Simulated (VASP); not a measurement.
# Zr3ZnN3 (P4/mmm) in VASP: notebook

Aim: see how the results for Zr3ZnN3 move with the level of theory and the settings. Levels: PBE, r2SCAN. Tasks: single point.

Program: VASP 6.6.1. These are calculated values, not measurements. Logs are shortened: lines on timing, memory, paths and dates and some standing lists are left out, and cuts for length are marked.

## Step 1: The cell of the first run

Symmetry: P4/mmm, No. 123, tetragonal system. Conventional cell: a = 3.098 Å, b = 3.098 Å, c = 8.360 Å, α = 90.00°, β = 90.00°, γ = 90.00°. Within 2.8 Å of Zr (site symmetry 4/mmm) lie 6 N at 2.12 to 2.19 Å. Within 2.9 Å of Zr (site symmetry 4mm) lie 5 N at 2.21 to 2.39 Å and 4 Zn at 2.83 Å. Within 2.7 Å of Zn (site symmetry 4/mmm) lie 2 N at 2.06 Å. Within 2.7 Å of N (site symmetry 4mm) lie 1 Zn at 2.06 Å and 5 Zr at 2.12 to 2.21 Å. N (site symmetry 4/mmm) has 6 Zr at 2.19 to 2.39 Å within 2.9 Å.

## Step 2: Single point, PBE (11.46 Å³/atom)

Input file INCAR:

```
SYSTEM = Zr3ZnN3
PREC     = Accurate       ! precision mode
ENCUT    = 520            ! plane-wave cutoff, eV
EDIFF    = 1E-6           ! SCF threshold, eV
ISMEAR   = 0              ! smearing method
SIGMA    = 0.1            ! smearing width, eV
LREAL    = .FALSE.        ! projectors in reciprocal space
LASPH    = .TRUE.         ! aspherical terms in the spheres
NELM     = 100            ! most SCF steps
ALGO     = Normal         ! electronic algorithm
ISIF     = 2              ! what is computed and relaxed
LWAVE    = .FALSE.        ! write WAVECAR
LCHARG   = .TRUE.         ! write CHGCAR
GGA      = PE             ! functional
LELF     = .TRUE.         ! ELF
LVHAR    = .TRUE.       
NBANDS   = 40             ! bands
```

Input file KPOINTS:

```
regular mesh
0
G
  10 10 4
  0 0 0
```

Input file POSCAR:

```
Zr3ZnN3
1.0
    3.0982632693      0.0000000000      0.0000000000
    0.0000000000      3.0982632693      0.0000000000
    0.0000000000      0.0000000000      8.3598076086
Zr Zn N
3 1 3
Direct
    0.0000000000      0.0000000000      0.5000000000
    0.5000000000      0.5000000000      0.7857721414
    0.5000000000      0.5000000000      0.2142278586
    0.0000000000      0.0000000000      0.0000000000
    0.0000000000      0.0000000000      0.7533210293
    0.0000000000      0.0000000000      0.2466789707
    0.5000000000      0.5000000000      0.5000000000
```

Potentials or basis: VASP PAW PBE potentials, release 64 (Zr_sv, Zn, N).

On the command line:

```
> cat potpaw_PBE.64/Zr_sv/POTCAR potpaw_PBE.64/Zn/POTCAR potpaw_PBE.64/N/POTCAR > POTCAR
> mpirun -np 1 vasp_std > vasp.out
```

OUTCAR:

```text
SYSTEM = Zr3ZnN3
   PREC = Accurate
   ENCUT = 520
   EDIFF = 1E-6
   ISMEAR = 0
   LREAL = .FALSE.
   LASPH = .TRUE.
   NELM = 100
   ISIF = 2
   GGA = PE

 ion  position               nearest neighbor table
   1  0.000  0.000  0.500-   5 2.12   6 2.12   7 2.19   7 2.19   7 2.19   7 2.19   3 3.24   3 3.24
                             2 3.24   3 3.24   2 3.24   2 3.24   3 3.24   2 3.24
   2  0.500  0.500  0.786-   5 2.21   5 2.21   5 2.21   5 2.21   7 2.39   4 2.83   4 2.83   4 2.83
                             4 2.83   1 3.24   1 3.24   1 3.24   1 3.24   3 3.58
   3  0.500  0.500  0.214-   6 2.21   6 2.21   6 2.21   6 2.21   7 2.39   4 2.83   4 2.83   4 2.83
                             4 2.83   1 3.24   1 3.24   1 3.24   1 3.24   2 3.58
   4  0.000  0.000  0.000-   5 2.06   6 2.06   2 2.83   3 2.83   2 2.83   3 2.83   2 2.83   3 2.83
                             2 2.83   3 2.83
   5  0.000  0.000  0.753-   4 2.06   1 2.12   2 2.21   2 2.21   2 2.21   2 2.21
   6  0.000  0.000  0.247-   4 2.06   1 2.12   3 2.21   3 2.21   3 2.21   3 2.21
   7  0.500  0.500  0.500-   1 2.19   1 2.19   1 2.19   1 2.19   3 2.39   2 2.39

  LATTYP: Found a simple tetragonal cell.
 ALAT       =     3.0982632693
 C/A-ratio  =     2.6982237731

  Lattice vectors:

 A1 = (   3.0982632693,   0.0000000000,   0.0000000000)
 A2 = (   0.0000000000,   3.0982632693,   0.0000000000)
 A3 = (   0.0000000000,   0.0000000000,   8.3598076086)

Analysis of symmetry for initial positions (statically):
=====================================================================
 Subroutine PRICEL returns:
 Original cell was already a primitive cell.

 Routine SETGRP: Setting up the symmetry group for a
 simple tetragonal supercell.

 Subroutine GETGRP returns: Found 16 space group operations
 (whereof 16 operations were pure point group operations)
 out of a pool of 16 trial point group operations.

The static configuration has the point symmetry D_4h.

Analysis of symmetry for dynamics (positions and initial velocities):
=====================================================================
 Subroutine PRICEL returns:
 Original cell was already a primitive cell.

 Routine SETGRP: Setting up the symmetry group for a
 simple tetragonal supercell.

 Subroutine GETGRP returns: Found 16 space group operations
 (whereof 16 operations were pure point group operations)
 out of a pool of 16 trial point group operations.

The dynamic configuration has the point symmetry D_4h.

 Subroutine INISYM returns: Found 16 space group operations
 (whereof 16 operations are pure point group operations),
 and found     1 'primitive' translations

----------------------------------------------------------------------------------------

                                     Primitive cell

  volume of cell :      80.2478

  direct lattice vectors                    reciprocal lattice vectors
     3.098263269  0.000000000  0.000000000     0.322761468  0.000000000  0.000000000
     0.000000000  3.098263269  0.000000000     0.000000000  0.322761468  0.000000000
     0.000000000  0.000000000  8.359807609     0.000000000  0.000000000  0.119619978

  length of vectors
     3.098263269  3.098263269  8.359807609     0.322761468  0.322761468  0.119619978

  position of ions in fractional coordinates (direct lattice)
     0.000000000  0.000000000  0.500000000
     0.500000000  0.500000000  0.785772141
     0.500000000  0.500000000  0.214227859
     0.000000000  0.000000000  0.000000000
     0.000000000  0.000000000  0.753321029
     0.000000000  0.000000000  0.246678971
     0.500000000  0.500000000  0.500000000

  ion indices of the primitive-cell ions
   primitive index   ion index
                 1           1
                 2           2
                 3           3
                 4           4
                 5           5
                 6           6
                 7           7

----------------------------------------------------------------------------------------

 KPOINTS: regular mesh

Automatic generation of k-mesh.
 Grid dimensions read from file:
 generate k-points for:   10   10    4

 Generating k-lattice:

  Cartesian coordinates                     Fractional coordinates (reciprocal lattice)
     0.032276147  0.000000000  0.000000000     0.100000000  0.000000000  0.000000000
     0.000000000  0.032276147  0.000000000     0.000000000  0.100000000  0.000000000
     0.000000000  0.000000000  0.029904994     0.000000000  0.000000000  0.250000000

  Length of vectors
     0.032276147  0.032276147  0.029904994

  Shift w.r.t. Gamma in fractional coordinates (k-lattice)
     0.000000000  0.000000000  0.000000000

 Subroutine IBZKPT returns following result:
 ===========================================

 Found     63 irreducible k-points:

 Following reciprocal coordinates:
            Coordinates               Weight
  0.000000  0.000000  0.000000      1.000000
  0.100000  0.000000  0.000000      4.000000
  0.200000  0.000000  0.000000      4.000000
  0.300000  0.000000  0.000000      4.000000
  0.400000  0.000000  0.000000      4.000000
  0.500000  0.000000  0.000000      2.000000
[... 16 lines left out ...]
  0.100000  0.000000  0.250000      8.000000
  0.200000  0.000000  0.250000      8.000000
 [... further k-points ...]
   k-points           NKPTS =     63   k-points in BZ     NKDIM =     63   number of bands    NBANDS=     40
   number of dos      NEDOS =    301   number of ions     NIONS =      7
   total plane-waves  NPLWV =  36864
   dimension x,y,z NGX =    24 NGY =   24 NGZ =   64
   dimension x,y,z NGXF=    48 NGYF=   48 NGZF=  128
   ions per type =               3   1   3
   NGX,Y,Z   is equivalent  to a cutoff of  12.88, 12.88, 12.73 a.u.
   NGXF,Y,Z  is equivalent  to a cutoff of  25.76, 25.76, 25.45 a.u.
 SYSTEM =  Zr3ZnN3
   PREC   = accura    normal or accurate (medium, high low for compatibility)
   ISTART =      0    job   : 0-new  1-cont  2-samecut
   ICHARG =      2    charge: 1-file 2-atom 10-const
   ISPIN  =      1    spin polarized calculation?
   LNONCOLLINEAR =      F non collinear calculations
   LSORBIT =      F    spin-orbit coupling
   LASPH  =      T    aspherical Exc in radial PAW
   ENCUT  =  520.0 eV  38.22 Ry    6.18 a.u.   5.76  5.76 15.54*2*pi/ulx,y,z
   NELM   =    100;   NELMIN=  2; NELMDL= -5     # of ELM steps
   EDIFF  = 0.1E-05   stopping-criterion for ELM
   LREAL  =      F    real-space projection
   EDIFFG = 0.1E-04   stopping-criterion for IOM
   NSW    =      0    number of steps for IOM
   IBRION =     -1    ionic relax: 0-MD 1-quasi-New 2-CG
   NFREE  =      0    steps in history (QN), initial steepest desc. (CG)
   ISIF   =      2    stress and relaxation
   ISYM   =      2    0-nonsym 1-usesym 2-fastsym
   POTIM  = 0.5000    time-step for ionic-motion
   TEBEG  =    0.0;   TEEND  =   0.0 temperature during run
   PSTRESS=    0.0 pullay stress
   NELECT =      63.0000    total number of electrons
   NUPDOWN=      -1.0000    fix difference up-down
   EMIN   =  10.00;   EMAX   =-10.00  energy-range for DOS
   EFERMI =   0.00;   METHOD = LEGACY
   ISMEAR =     0;   SIGMA  =   0.10  broadening in eV -4-tet -1-fermi 0-gaus
   EFERMI_NEDOS =   21; number of points for ismear=-14 and -15
   IALGO  =     38    algorithm
   IMIX   =      4    mixing-type and parameters
     AMIX     =   0.40;   BMIX     =  1.00
     AMIX_MAG =   1.60;   BMIX_MAG =  1.00
  volume/ion in A,a.u.               =      11.46        77.36
  Fermi-wavevector in a.u.,A,eV,Ry     =   1.510233  2.853927 31.032231  2.280805
  Thomas-Fermi vector in A             =   2.620450
   LORBIT       =      0    0 simple, 1 ext, 2 COOP (PROOUT), +10 PAW based schemes
   GGA     = PE    functional components
   LHFCALC =     F    Hartree Fock is set to
   AEXX    =    0.0000 exact exchange contribution
   IVDW    =     0    specifies the selected vdW correction
   LEPSILON=     F    determine dielectric tensor
   LRPA    =     F    only Hartree local field effects (RPA)
 non-spin polarized calculation
 Gauss-broadening in eV      SIGMA  =   0.10
  energy-cutoff  :      520.00
  volume of cell :       80.25
 maximum number of plane-waves:      2180
 NGX is ok and might be reduce to    24
   NGX = 11   NGY = 11   NGZ = 31

 number of electron      62.9999968 magnetization

 Free energy of the ion-electron system (eV)
  ---------------------------------------------------
  ext. energy  EPLUGINS =         0.00000000
  ---------------------------------------------------
  free energy    TOTEN  =       -59.91601680 eV

  energy without entropy =      -59.90439965  energy(sigma->0) =      -59.91020823

 E-fermi :  11.5975     XC(G=0): -12.7887

 val. band max:       11.5824325798   @ k =   0.4000   0.4000   0.2500
 cond. band min:      11.6045275754   @ k =   0.2000   0.0000   0.2500
 fundamental gap:      0.0220949956
 Fermi energy:        11.5974826414

 k-point     1 :       0.0000    0.0000    0.0000
  band No.  band energies     occupation
      1     -37.9013      2.00000
      2     -37.8702      2.00000
      3     -37.6635      2.00000
      4     -16.5246      2.00000
      5     -16.1829      2.00000
      6     -15.7468      2.00000
[... 32 lines left out ...]
     39      14.4087      0.00000
     40      14.9776      0.00000

 k-point     2 :       0.1000    0.0000    0.0000
  band No.  band energies     occupation
      1     -37.8912      2.00000
      2     -37.8623      2.00000
      3     -37.6575      2.00000
      4     -16.5139      2.00000
      5     -16.1981      2.00000
      6     -15.8409      2.00000
[... 935 lines left out ...]
     39      14.7193      0.00000
     40      15.1769      0.00000

 k-point    24 :       0.2000    0.0000    0.2500
  band No.  band energies     occupation
      1     -37.8621      2.00000
      2     -37.8440      2.00000
      3     -37.6414      2.00000
      4     -16.5317      2.00000
      5     -16.2546      2.00000
      6     -16.0663      2.00000
[... 32 lines left out ...]
     39      15.3525      0.00000
     40      15.5823      0.00000

 [... further k-points ...]

------------------------ aborting loop because EDIFF is reached ----------------------------------------

  FORCE on cell =-STRESS in cart. coord.  units (eV):
  Direction    XX          YY          ZZ          XY          YZ          ZX
  --------------------------------------------------------------------------------------
  -------------------------------------------------------------------------------------
  Total       15.4397658     15.4397658     15.5304742      0.0000000      0.0000000      0.0000000
  in kB      308.2608488    308.2608488    310.0718776      0.0000000      0.0000000      0.0000000
  external PRESSURE =     308.8645251 kB  Pullay stress =       0.0000000 kB

 VOLUME and BASIS-vectors are now :
 -----------------------------------------------------------------------------
  energy-cutoff  :      520.00
  volume of cell :       80.25
      direct lattice vectors                 reciprocal lattice vectors
     3.098263269  0.000000000  0.000000000     0.322761468  0.000000000  0.000000000
     0.000000000  3.098263269  0.000000000     0.000000000  0.322761468  0.000000000
     0.000000000  0.000000000  8.359807609     0.000000000  0.000000000  0.119619978

 POSITION                                       TOTAL-FORCE (eV/Angst)
 -----------------------------------------------------------------------------------
      0.00000      0.00000      4.17990        -0.000000      0.000000      0.000000
      1.54913      1.54913      6.56890        -0.000000      0.000000     -0.001236
      1.54913      1.54913      1.79090        -0.000000     -0.000000      0.001236
      0.00000      0.00000      0.00000        -0.000000      0.000000      0.000000
      0.00000      0.00000      6.29762         0.000000     -0.000000     -0.025720
      0.00000      0.00000      2.06219        -0.000000     -0.000000      0.025720
      1.54913      1.54913      4.17990        -0.000000      0.000000      0.000000
 -----------------------------------------------------------------------------------
    total drift:                                0.000000     -0.000000      0.000000

  FREE ENERGIE OF THE ION-ELECTRON SYSTEM (eV)
  ---------------------------------------------------
  free  energy   TOTEN  =       -59.9160167964 eV

  energy  without entropy=      -59.9043996542  energy(sigma->0) =      -59.91020823
```

Run time: 1.9 min. Hardware: 1 thread of AMD EPYC 9R45 (Zen 5), shared host; peak memory 0.27 GiB.

Results:

```
Free energy            : -59.9160 eV
Pressure               : 30.9 GPa
Largest force          : 0.026 eV/Å
Band gap on the k mesh : zero (an odd number of electrons rules out a gap without spin polarisation)
```

Forces in eV/Å, atoms in the order of the input:
```
Zr   0.000  0.000  0.000
Zr   0.000  0.000 -0.001
Zr   0.000  0.000  0.001
Zn   0.000  0.000  0.000
N    0.000  0.000 -0.026
N    0.000  0.000  0.026
N    0.000  0.000  0.000
```

Caveat: the cell stands under pressure; an odd number of electrons without spin polarisation forces a metal; a magnetic or distorted state may lie lower.

[end of part 1 of 2]

The gap in the log of VASP goes by the Fermi energy; the results here count the filled bands.